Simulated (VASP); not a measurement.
A run of VASP 6.6.1 is set up as follows.

File INCAR:

```
SYSTEM = BN
PREC = Accurate
ENCUT = 520
EDIFF = 1E-6
ISMEAR = 0
SIGMA = 0.05
LREAL = .False.
LASPH = .True.
NELM = 100
ALGO = Normal
ISIF = 2
LWAVE = .False.
LCHARG = .False.
GGA = PS
NBANDS = 16
```

The input KPOINTS:

```
regular mesh
0
Gamma
  12 12 4
  0 0 0
```

File POSCAR:

```
BN
1.0
    2.6658694471      0.0000000000      0.0000000000
   -1.3329347236      2.3087106643      0.0000000000
    0.0000000000      0.0000000000      6.8006329595
B N
2 2
Direct
    0.3333333333      0.6666666667      0.2500000000
    0.6666666667      0.3333333333      0.7500000000
    0.3333333333      0.6666666667      0.7500000000
    0.6666666667      0.3333333333      0.2500000000
```

Potentials or basis: VASP PAW PBE potentials, release 64 (B, N).

The run is started by

```console
$ cat potpaw_PBE.64/B/POTCAR potpaw_PBE.64/N/POTCAR > POTCAR
$ mpirun -np 1 vasp_std > vasp.out
```

Q: What does it give for the band gap on the k mesh?

A: 3.87 eV, indirect (least direct gap 4.12 eV).

Q: Predict the pressure.

A: -33.2 GPa.

Stress tensor (GPa, compression positive):
```
-49.73   0.00   0.00
  0.00 -49.73   0.00
  0.00   0.00  -0.03
```

Caveat: the PAW data sets were made with another functional, which shifts forces and pressure a little; this functional lacks dispersion, which binds the layers, so the pressure and a relaxed spacing across them are unreliable. A k mesh can miss the band edges.
